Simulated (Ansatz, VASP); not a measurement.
# Two plane-wave programs on Ca

```
Ca
1.0
     3.98000    0.00000    0.00000
    -1.99000    3.44678    0.00000
     0.00000    0.00000    6.52000
Ca
2
Direct
  0.33333 0.66667 0.25000
  0.66667 0.33333 0.75000
```

Alike in both runs: task electric field gradients; functional PBEsol; k mesh 10 × 10 × 5; occupations fermi-dirac, width 0.08 eV; no spin polarisation.

|  | VASP | Ansatz |
| --- | --- | --- |
| version | VASP 6.6.1 | Ansatz 0.2.0 |
| potentials or method | VASP PAW PBE potentials, release 64 (Ca_sv) | PAW with Ansatz's default frozen-core files, scalar-relativistic |
| plane-wave cutoff (eV) | 520 | 420 |
| valence electrons in the cell | 20 | 20 |

VASP gave:

| Property | Result |
| --- | --- |
| pressure (GPa) | -1.4 |
| traceless stress, the component that is largest in VASP (GPa) | 0.14 |
| size of Vzz on the site where it differs most (V/Å²) | 3.7 |

Task: Which values does Ansatz return?

Result: Pressure (GPa): -1.4; traceless stress, the component that is largest in VASP (GPa): 0.14; size of Vzz on the site where it differs most (V/Å²): 3.6.

VASP's potentials were made for PBE, not for PBEsol. The functional is the same, so the differences come from potentials, cutoffs and numerics.
